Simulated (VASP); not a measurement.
# KCl (Fm-3m) in VASP: a series of runs

KCl is run at these levels: r2SCAN; tasks: phonons.

Program: VASP 6.6.1. These are calculated values, not measurements. Logs are shortened: lines on timing, memory, paths and dates and some standing lists are left out, and cuts for length are marked.

## Step 1: The cell of the first run

The structure is cubic, space group Fm-3m (No. 225). The conventional cell has a = 5.621 Å, b = 5.621 Å, c = 5.621 Å, α = 90.00°, β = 90.00°, γ = 90.00°. Within 3.7 Å of K (site symmetry m-3m) lie 6 Cl at 2.81 Å. Within 3.7 Å of Cl (site symmetry m-3m) lie 6 K at 2.81 Å.

## Step 2: Phonons, r2SCAN

INCAR reads:

```
SYSTEM = KCl
  PREC = Accurate
  ENCUT = 520
  EDIFF = 1E-8
  ISMEAR = 0
  SIGMA = 0.01
  LREAL = .FALSE.
  LASPH = .TRUE.
  NELM = 80
  ALGO = Normal
  ISIF = 2
  LWAVE = .FALSE.
  LCHARG = .FALSE.
  METAGGA = R2SCAN
  LMIXTAU = .TRUE.
  NBANDS = 15
  IBRION = 6
  NFREE = 2
  POTIM = 0.015
  NSW = 1
```

KPOINTS reads:

```
Automatic mesh
0
G
  6 6 6
  0 0 0
```

POSCAR reads:

```
KCl
1.0
    2.8104260452      2.8104260452      0.0000000000
   -2.8104260452      2.8104260452      0.0000000000
    0.0000000000      2.8104260452      2.8104260452
K Cl
1 1
Direct
    0.0000000000      0.0000000000      0.0000000000
    0.5000000000      0.5000000000      0.0000000000
```

Potentials or basis: VASP PAW PBE potentials, release 64 (K_sv, Cl).

Started as:

```sh
$ cat potpaw_PBE.64/K_sv/POTCAR potpaw_PBE.64/Cl/POTCAR > POTCAR
$ mpirun -np 1 vasp_std > vasp.out
```

OUTCAR:

```text
SYSTEM = KCl
   PREC = Accurate
   ENCUT = 520
   EDIFF = 1E-8
   ISMEAR = 0
   LREAL = .FALSE.
   LASPH = .TRUE.
   NELM = 80
   ISIF = 2
   METAGGA = R2SCAN
   IBRION = 6
   NFREE = 2
   POTIM = 0.015
   NSW = 1

 ion  position               nearest neighbor table
   1  0.000  0.000  0.000-   2 2.81   2 2.81   2 2.81   2 2.81   2 2.81   2 2.81
   2  0.500  0.500  0.000-   1 2.81   1 2.81   1 2.81   1 2.81   1 2.81   1 2.81

  LATTYP: Found a face centered cubic cell.
 ALAT       =     5.6208520904

  Lattice vectors:

 A1 = (   0.0000000000,   2.8104260452,   2.8104260452)
 A2 = (   2.8104260452,   0.0000000000,   2.8104260452)
 A3 = (   2.8104260452,   2.8104260452,   0.0000000000)

Analysis of symmetry for initial positions (statically):
=====================================================================
 Subroutine PRICEL returns:
 Original cell was already a primitive cell.

 Routine SETGRP: Setting up the symmetry group for a
 face centered cubic supercell.

 Subroutine GETGRP returns: Found 48 space group operations
 (whereof 48 operations were pure point group operations)
 out of a pool of 48 trial point group operations.

The static configuration has the point symmetry O_h .

Analysis of symmetry for dynamics (positions and initial velocities):
=====================================================================
 Subroutine PRICEL returns:
 Original cell was already a primitive cell.

 Routine SETGRP: Setting up the symmetry group for a
 face centered cubic supercell.

 Subroutine GETGRP returns: Found 48 space group operations
 (whereof 48 operations were pure point group operations)
 out of a pool of 48 trial point group operations.

The dynamic configuration has the point symmetry O_h .

 Subroutine INISYM returns: Found 48 space group operations
 (whereof 48 operations are pure point group operations),
 and found     1 'primitive' translations

----------------------------------------------------------------------------------------

                                     Primitive cell

  volume of cell :      44.3963

  direct lattice vectors                    reciprocal lattice vectors
     2.810426045  2.810426045  0.000000000     0.177908969  0.177908969 -0.177908969
    -2.810426045  2.810426045  0.000000000    -0.177908969  0.177908969 -0.177908969
     0.000000000  2.810426045  2.810426045     0.000000000  0.000000000  0.355817938
[... 268 lines left out ...]

 number of electron      16.0000000 magnetization

 Free energy of the ion-electron system (eV)
  ---------------------------------------------------
  ext. energy  EPLUGINS =         0.00000000
  ---------------------------------------------------
  free energy    TOTEN  =       -15.89381893 eV

  energy without entropy =      -15.89381893  energy(sigma->0) =      -15.89381893

 E-fermi :  -0.4437     XC(G=0):  -9.5633

 val. band max:       -0.4938315218   @ k =   0.0000   0.0000   0.0000
 cond. band min:       5.9230073486   @ k =   0.5000   0.5000   0.0000
 fundamental gap:      6.4168388704
 Fermi energy:        -0.4436742623

 k-point     1 :       0.0000    0.0000    0.0000
  band No.  band energies     occupation
      1     -28.1482      2.00000
      2     -13.6894      2.00000
      3     -10.8274      2.00000
      4     -10.8273      2.00000
      5     -10.8273      2.00000
      6      -0.4941      2.00000
      7      -0.4941      2.00000
      8      -0.4938      2.00000
      9       6.8403      0.00000
     10       8.4213      0.00000
     11       8.4215      0.00000
     12       8.4215      0.00000
     13       9.6781      0.00000
     14       9.6788      0.00000
[... 401 lines left out ...]
      2     -13.7402      2.00000
      3     -10.9736      2.00000
      4     -10.9726      2.00000
      5     -10.8625      2.00000
      6      -1.6114      2.00000
      7      -0.7216      2.00000
      8      -0.7209      2.00000
      9       6.3597      0.00000
     10       9.3124      0.00000
     11      10.6395      0.00000
     12      12.0976      0.00000
     13      12.0991      0.00000
     14      12.9690      0.00000
     15      14.2087      0.00000

 [... further k-points ...]
[... 5 lines left out ...]
  --------------------------------------------------------------------------------------
  -------------------------------------------------------------------------------------
  Total        4.1900131      4.1828631      4.1828631      0.0000000      0.0000000     -0.0000000
  in kB      151.2096410    150.9516102    150.9516102      0.0000000      0.0000000     -0.0000000
  external PRESSURE =     151.0376204 kB  Pullay stress =       0.0000000 kB
[... 17 lines left out ...]
  FREE ENERGIE OF THE ION-ELECTRON SYSTEM (eV)
  ---------------------------------------------------
  free  energy   TOTEN  =       -15.8938189288 eV

  energy  without entropy=      -15.8938189288  energy(sigma->0) =      -15.89381893

 INTERNAL STRAIN TENSORS FROM DISPLACED ATOMS
 ============================================

 INTERNAL STRAIN TENSOR FOR ION    1 for displacements in x,y,z  (eV/Angst):
          X           Y           Z          XY          YZ          ZX
  --------------------------------------------------------------------------------
  x     0.00000     0.00000     0.00000     0.00000     0.00000     0.00000
  y     0.00000     0.00000     0.00000     0.00000     0.00000     0.00000
  z     0.00000     0.00000     0.00000     0.00000     0.00000     0.00000

 INTERNAL STRAIN TENSOR FOR ION    2 for displacements in x,y,z  (eV/Angst):
          X           Y           Z          XY          YZ          ZX
  --------------------------------------------------------------------------------
  x     0.00000     0.00000     0.00000     0.00000     0.00000     0.00000
  y     0.00000     0.00000     0.00000     0.00000     0.00000     0.00000
  z     0.00000     0.00000     0.00000     0.00000     0.00000     0.00000

 Eigenvectors and eigenvalues of the dynamical matrix
 ----------------------------------------------------

   1 f  =    8.332470 THz    52.354455 2PiTHz  277.941291 cm-1    34.460313 meV
             X         Y         Z           dx          dy          dz
      0.000000  0.000000  0.000000    -0.689239    0.000000   -0.000000
      0.000000  2.810426  0.000000     0.724534   -0.000000   -0.000000
[... 21 lines left out ...]
   6 f/i=    0.004199 THz     0.026380 2PiTHz    0.140047 cm-1     0.017364 meV
             X         Y         Z           dx          dy          dz
      0.000000  0.000000  0.000000    -0.293781   -0.598229    0.284191
      0.000000  2.810426  0.000000    -0.279470   -0.569086    0.270347

 ELASTIC MODULI CONTR FROM IONIC RELAXATION (kBar)
 Direction    XX          YY          ZZ          XY          YZ          ZX
 --------------------------------------------------------------------------------
 XX           0.0000      0.0000      0.0000      0.0000      0.0000      0.0000
 YY           0.0000      0.0000      0.0000      0.0000      0.0000      0.0000
 ZZ           0.0000      0.0000      0.0000      0.0000      0.0000      0.0000
 XY           0.0000      0.0000      0.0000      0.0000      0.0000      0.0000
 YZ           0.0000      0.0000      0.0000      0.0000      0.0000      0.0000
 ZX           0.0000      0.0000      0.0000      0.0000      0.0000      0.0000
 --------------------------------------------------------------------------------
```

Wall time 8.2 min (1 thread of AMD EPYC 7R43 (Zen 3), shared host); peak memory 0.14 GiB.

What came out:

```
Highest phonon frequency at Γ, LO-TO splitting left out : 278 cm⁻¹
```

Phonon frequencies in cm⁻¹ (negative: imaginary):
| q point | frequencies |
| --- | --- |
| (0.000, 0.000, 0.000) | 0 0 0 278 278 278 |

Caveat: the cell stands under pressure or tension, which shifts response properties; the PAW data sets were made with another functional, which shifts forces and pressure a little.

## Step 3: Phonons, r2SCAN

This run uses another cell than the first one, of 23.82 Å³/atom.

INCAR reads:

```
SYSTEM = KCl
  ALGO = Normal
  EDIFF = 1E-8
  ENCUT = 520
  IBRION = 6
  ISIF = 2
  ISMEAR = 0
  LASPH = .TRUE.
  LCHARG = .TRUE.
  LMIXTAU = .TRUE.
  LREAL = .FALSE.
  LWAVE = .FALSE.
  METAGGA = R2SCAN
  NELM = 80
  NFREE = 2
  NSW = 1
  POTIM = 0.015
  PREC = Accurate
  SIGMA = 0.01
```

KPOINTS reads:

```
k-points
0
G
  6 6 6
  0 0 0
```

POSCAR reads:

```
KCl
1.0
    2.8772395212      2.8772395212      0.0000000000
   -2.8772395212      2.8772395212      0.0000000000
    0.0000000000      2.8772395212      2.8772395212
K Cl
1 1
Direct
    0.0000000000      0.0000000000      0.0000000000
    0.5000000000      0.5000000000      0.0000000000
```

Potentials or basis: VASP PAW PBE potentials, release 64 (K_sv, Cl).

Started as:

```sh
$ cat potpaw_PBE.64/K_sv/POTCAR potpaw_PBE.64/Cl/POTCAR > POTCAR
$ mpirun -np 1 vasp_std > vasp.out
```

OUTCAR:

```text
SYSTEM = KCl
   EDIFF = 1E-8
   ENCUT = 520
   IBRION = 6
   ISIF = 2
   ISMEAR = 0
   LASPH = .TRUE.
   LREAL = .FALSE.
   METAGGA = R2SCAN
   NELM = 80
   NFREE = 2
   NSW = 1
   POTIM = 0.015
   PREC = Accurate

 ion  position               nearest neighbor table
   1  0.000  0.000  0.000-   2 2.88   2 2.88   2 2.88   2 2.88   2 2.88   2 2.88
   2  0.500  0.500  0.000-   1 2.88   1 2.88   1 2.88   1 2.88   1 2.88   1 2.88

  LATTYP: Found a face centered cubic cell.
 ALAT       =     5.7544790424

  Lattice vectors:

 A1 = (   0.0000000000,   2.8772395212,   2.8772395212)
 A2 = (   2.8772395212,   0.0000000000,   2.8772395212)
 A3 = (   2.8772395212,   2.8772395212,   0.0000000000)

Analysis of symmetry for initial positions (statically):
=====================================================================
 Subroutine PRICEL returns:
 Original cell was already a primitive cell.

 Routine SETGRP: Setting up the symmetry group for a
 face centered cubic supercell.

 Subroutine GETGRP returns: Found 48 space group operations
 (whereof 48 operations were pure point group operations)
 out of a pool of 48 trial point group operations.

The static configuration has the point symmetry O_h .

Analysis of symmetry for dynamics (positions and initial velocities):
=====================================================================
 Subroutine PRICEL returns:
 Original cell was already a primitive cell.

 Routine SETGRP: Setting up the symmetry group for a
 face centered cubic supercell.

 Subroutine GETGRP returns: Found 48 space group operations
[... 299 lines left out ...]
 val. band max:       -0.9403487781   @ k =   0.0000   0.0000   0.0000
 cond. band min:       5.6624972566   @ k =   0.5000   0.5000   0.0000
 fundamental gap:      6.6028460347
 Fermi energy:        -0.8640900924

 k-point     1 :       0.0000    0.0000    0.0000
  band No.  band energies     occupation
      1     -28.6788      2.00000
      2     -14.0031      2.00000
      3     -11.3666      2.00000
      4     -11.3666      2.00000
      5     -11.3666      2.00000
      6      -0.9405      2.00000
      7      -0.9405      2.00000
      8      -0.9403      2.00000
      9       6.0261      0.00000
     10       8.0476      0.00000
     11       8.0478      0.00000
     12       8.0478      0.00000
[... 331 lines left out ...]
 k-point    24 :       0.0000    0.0000   -0.3333
  band No.  band energies     occupation
      1     -28.6390      2.00000
      2     -14.0271      2.00000
      3     -11.4802      2.00000
      4     -11.4794      2.00000
      5     -11.3898      2.00000
      6      -1.9680      2.00000
      7      -1.1647      2.00000
      8      -1.1642      2.00000
      9       6.0791      0.00000
     10       8.4850      0.00000
     11      10.1661      0.00000
     12      11.4564      0.00000

 [... further k-points ...]
[... 5 lines left out ...]
  --------------------------------------------------------------------------------------
  -------------------------------------------------------------------------------------
  Total        2.9917981      2.9858413      2.9858413     -0.0000000      0.0000000      0.0000000
  in kB      100.6201173    100.4197767    100.4197767     -0.0000000      0.0000000      0.0000000
  external PRESSURE =     100.4865569 kB  Pullay stress =       0.0000000 kB
[... 17 lines left out ...]
  FREE ENERGIE OF THE ION-ELECTRON SYSTEM (eV)
  ---------------------------------------------------
  free  energy   TOTEN  =       -16.1474476976 eV

  energy  without entropy=      -16.1474476976  energy(sigma->0) =      -16.14744770

 INTERNAL STRAIN TENSORS FROM DISPLACED ATOMS
 ============================================

 INTERNAL STRAIN TENSOR FOR ION    1 for displacements in x,y,z  (eV/Angst):
          X           Y           Z          XY          YZ          ZX
  --------------------------------------------------------------------------------
  x     0.00000     0.00000     0.00000     0.00000     0.00000     0.00000
  y     0.00000     0.00000     0.00000     0.00000     0.00000     0.00000
  z     0.00000     0.00000     0.00000     0.00000     0.00000     0.00000

 INTERNAL STRAIN TENSOR FOR ION    2 for displacements in x,y,z  (eV/Angst):
          X           Y           Z          XY          YZ          ZX
  --------------------------------------------------------------------------------
  x     0.00000     0.00000     0.00000     0.00000     0.00000     0.00000
  y     0.00000     0.00000     0.00000     0.00000     0.00000     0.00000
  z     0.00000     0.00000     0.00000     0.00000     0.00000     0.00000

 Eigenvectors and eigenvalues of the dynamical matrix
 ----------------------------------------------------

   1 f  =    7.432484 THz    46.699673 2PiTHz  247.920973 cm-1    30.738269 meV
             X         Y         Z           dx          dy          dz
      0.000000  0.000000  0.000000    -0.000000    0.688260    0.000000
      0.000000  2.877240  0.000000     0.000000   -0.725464    0.000000
[... 21 lines left out ...]
   6 f/i=    0.013786 THz     0.086618 2PiTHz    0.459839 cm-1     0.057013 meV
             X         Y         Z           dx          dy          dz
      0.000000  0.000000  0.000000    -0.155465    0.044381   -0.707220
      0.000000  2.877240  0.000000    -0.147492    0.042105   -0.670951

 ELASTIC MODULI CONTR FROM IONIC RELAXATION (kBar)
 Direction    XX          YY          ZZ          XY          YZ          ZX
 --------------------------------------------------------------------------------
 XX           0.0000      0.0000      0.0000      0.0000      0.0000      0.0000
 YY           0.0000      0.0000      0.0000      0.0000      0.0000      0.0000
 ZZ           0.0000      0.0000      0.0000      0.0000      0.0000      0.0000
 XY           0.0000      0.0000      0.0000      0.0000      0.0000      0.0000
 YZ           0.0000      0.0000      0.0000      0.0000      0.0000      0.0000
 ZX           0.0000      0.0000      0.0000      0.0000      0.0000      0.0000
 --------------------------------------------------------------------------------
```

OSZICAR:

```text
N       E                     dE             d eps       ncg     rms          rms(c)
DAV:   1     0.976163085831E+02    0.97616E+02   -0.77211E+03   384   0.126E+03
DAV:   2    -0.151777426551E+02   -0.11279E+03   -0.10495E+03   520   0.306E+02
DAV:   3    -0.202683262006E+02   -0.50906E+01   -0.50657E+01   496   0.574E+01
[... 74 lines left out ...]
DAV:  10    -0.161474475636E+02   -0.54587E-06   -0.17879E-07   852   0.581E-03    0.853E-04
DAV:  11    -0.161474476765E+02   -0.11289E-06   -0.36328E-08   872   0.254E-03    0.604E-04
DAV:  12    -0.161474476885E+02   -0.11995E-07   -0.73534E-09   636   0.125E-03    0.317E-04
DAV:  13    -0.161474477035E+02   -0.15057E-07   -0.36023E-09   620   0.819E-04    0.439E-05
DAV:  14    -0.161474476976E+02    0.59210E-08   -0.41454E-10   516   0.222E-04
   5 F= -.16147448E+02 E0= -.16147448E+02  d E =-.361343E-29
```

stdout:

```text
POSCAR found type information on POSCAR K Cl
 POSCAR found :  2 types and       2 ions
 scaLAPACK will be used
 -----------------------------------------------------------------------------
|                                                                             |
|                                                                             |
|     You enforced a specific xc type in the INCAR file but a different       |
|     I HOPE YOU KNOW WHAT YOU ARE DOING!                                     |
|                                                                             |
 -----------------------------------------------------------------------------

 LDA part: xc-table for (None), standard interpolation
 POSCAR, INCAR and KPOINTS ok, starting setup
 FFT: planning ... GRIDC
 FFT: planning ... GRID_SOFT
 FFT: planning ... GRID
 WAVECAR not read
 entering main loop
 Found     2 degrees of freedom:
 Finite differences POTIM= 0.01500 DOF=   2
 bond charge predicted
 Finite differences progress:
 bond charge predicted
 Finite differences progress:
 bond charge predicted
 Finite differences progress:
 bond charge predicted
 Finite differences progress:
```

It took 7.5 min on 1 thread of AMD EPYC 7R43 (Zen 3), shared host; peak memory 0.15 GiB.

What came out:

```yaml
Highest_phonon_frequency_at_Γ_LO-TO_splitting_left_out: 248 cm⁻¹
```

Phonon frequencies in cm⁻¹ (negative: imaginary):
```tsv
q point	frequencies
(0.000, 0.000, 0.000)	0 0 0 248 248 248
```

Caveat: the cell stands under pressure or tension, which shifts response properties; the PAW data sets were made with another functional, which shifts forces and pressure a little.

(Part 1 of 2 ends here.)
